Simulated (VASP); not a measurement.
The system is AlGa5N6.

```
CELL_PARAMETERS angstrom
3.42244 0.00000 0.00000
-1.71122 2.96392 0.00000
0.00000 0.00000 16.76644
ATOMIC_POSITIONS crystal
Al 0.00000 0.00000 0.50000
Ga 0.66667 0.33333 0.66667
Ga 0.33333 0.66667 0.83333
Ga 0.00000 0.00000 0.00000
Ga 0.66667 0.33333 0.16667
Ga 0.33333 0.66667 0.33333
N 0.00000 0.00000 0.75000
N 0.66667 0.33333 0.91667
N 0.33333 0.66667 0.08333
N 0.00000 0.00000 0.25000
N 0.66667 0.33333 0.41667
N 0.33333 0.66667 0.58333
```

- Program: VASP 6.6.1
- Task: relaxation of cell and atoms
- Functional: PBE
- Potentials or basis: VASP PAW PBE potentials, release 64 (Al, Ga_d, N)
- Cutoff: 600 eV
- k mesh: 6 × 6 × 1
- Occupations: gaussian, width 0.1 eV
- Spin: no spin polarisation

At the start: pressure -33.0 GPa; volume 14.17 Å³/atom.

Problem. How do energy, volume and symmetry change on relaxing?

Solution. Over 13 steps the energy falls by 710.3 meV/atom and the volume is 9.52 Å³/atom (-32.8 %); space group P-3m1 (No. 164, to 0.1 Å) before and after.

Step by step:
| step | energy change (eV) | largest force (eV/Å) | pressure (GPa) | volume (Å³) |
| --- | --- | --- | --- | --- |
| 1 | 0.0000 | 0.6401 | -32.96 | 170.08 |
| 2 | -8.1957 | 0.7634 | 14.44 | 107.93 |
| 3 | -8.4645 | 0.7477 | 0.39 | 114.42 |
| 4 | -8.4574 | 0.7458 | -1.90 | 115.39 |
| 5 | -8.4980 | 0.2545 | -1.79 | 115.27 |
| 6 | -8.5040 | 0.2403 | -1.71 | 115.20 |
| 7 | -8.5112 | 0.1858 | 1.81 | 113.34 |
| 8 | -8.5143 | 0.1844 | 0.67 | 114.00 |
| 9 | -8.5197 | 0.0933 | 0.22 | 114.17 |
| 10 | -8.5208 | 0.1644 | -0.04 | 114.30 |
| 11 | -8.5227 | 0.0968 | -0.18 | 114.37 |
| 12 | -8.5228 | 0.0710 | -0.09 | 114.36 |
| 13 | -8.5232 | 0.0183 | 0.07 | 114.27 |

Final structure:
```
Al Ga N
1.0
     2.99694    0.00000    0.00000
    -1.49847    2.59543    0.00000
     0.00000    0.00000   14.69098
Al Ga N
1 5 6
Direct
  0.00000 0.00000 0.50000
  0.66667 0.33333 0.66339
  0.33333 0.66667 0.83175
  0.00000 0.00000 0.00000
  0.66667 0.33333 0.16825
  0.33333 0.66667 0.33661
  0.00000 0.00000 0.74754
  0.66667 0.33333 0.91580
  0.33333 0.66667 0.08420
  0.00000 0.00000 0.25246
  0.66667 0.33333 0.42219
  0.33333 0.66667 0.57781
```

Caveat: the volume moved by over 15 % at a fixed basis, so the end points are rough.
